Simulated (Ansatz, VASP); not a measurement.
## Two plane-wave programs on Li5Os

File INCAR:

```
SYSTEM = Li5Os
ALGO = Fast
EDIFF = 1E-7
ENCUT = 520
GGA = PE
ISIF = 2
ISMEAR = 0
ISPIN = 2
LASPH = .TRUE.
LCHARG = .TRUE.
LELF = .TRUE.
LMAXMIX = 4
LORBIT = 11
LREAL = .FALSE.
LVHAR = .TRUE.
LWAVE = .FALSE.
MAGMOM = 0 0 0 0 0 1
NBANDS = 24
NELM = 150
PREC = Accurate
SIGMA = 0.1
```

KPOINTS

```
k-points
0
G
  6 6 2
  0 0 0
```

File POSCAR:

```
Li5Os
1.0
    5.1444245801      0.0000000000      0.0000000000
   -2.5722122901      4.4552023742      0.0000000000
    0.0000000000      0.0000000000      8.5551237835
Li Os
5 1
Direct
    0.0000000000      0.5000000000      0.5000000000
    0.5000000000      0.5000000000      0.5000000000
    0.5000000000      0.0000000000      0.5000000000
    0.0000000000      0.0000000000      0.2238281994
    0.0000000000      0.0000000000      0.7761718006
    0.0000000000      0.0000000000      0.5000000000
```

Input for Ansatz:

```yaml
crystal:
  lattice:
    - [5.1444245801, 0.0, 0.0]
    - [-2.5722122901, 4.4552023742, 0.0]
    - [0.0, 0.0, 8.5551237835]
  atoms:
    - { symbol: Li, position: [0.0, 0.5, 0.5] }
    - { symbol: Li, position: [0.5, 0.5, 0.5] }
    - { symbol: Li, position: [0.5, 0.0, 0.5] }
    - { symbol: Li, position: [0.0, 0.0, 0.2238281994] }
    - { symbol: Li, position: [0.0, 0.0, 0.7761718006] }
    - { symbol: Os, position: [0.0, 0.0, 0.5], spin: 1.0 }
basis:
  ecutwfc: 420
kpoints:
  mp_grid: { grid: [6, 6, 2] }
hamiltonian:
  xc: pbe
scf:
  occupations: { method: gaussian, width: 0.1 }
  lower_state_search: "off"
output:
  forces: true
  stress: true
  eigenvalues: true
  populations: true
magnetization:
  spin_polarized: true
```

Alike in both runs: task single point; functional PBE; k mesh 6 × 6 × 2; occupations gaussian, width 0.1 eV; collinear spin.

```csv
,VASP,Ansatz
version,VASP 6.6.1,Ansatz 0.2.0
potentials or method,"VASP PAW PBE potentials, release 64 (Li_sv, Os), cutoff 520 eV","scalar-relativistic, plane waves, PAW"
valence electrons in the cell,23,31
```

VASP gave:

```
gap on the k mesh at the Fermi level (eV)                     : none
rms of the force components (eV/Å)                            : 0.010
net moment per atom (μB)                                      : 0.01
size of the moment on the site where the two differ most (μB) : 0.03
```

**Question.** What did Ansatz give for the same quantities?

**Answer.** gap on the k mesh at the Fermi level (eV): none; rms of the force components (eV/Å): 0.025; net moment per atom (μB): 0.12; size of the moment on the site where the two differ most (μB): 0.31.

The net moments are unlike, so the other rows may belong to different states. Site moments also hang on the region over which each program counts them. Atom by atom the forces differ by 0.015 eV/Å (rms over components). A gap of «none» marks a metal or a gap that the smearing closes. VASP's potentials hold 23 valence electrons a cell and Ansatz's 31, so a difference there can come from the potentials and not from the codes.

The k mesh is coarse, so the values compare programs but aren't converged. Neither program's run includes spin-orbit coupling. Noted on VASP's run: the cutoff is short for stress, so the pressure is rough.
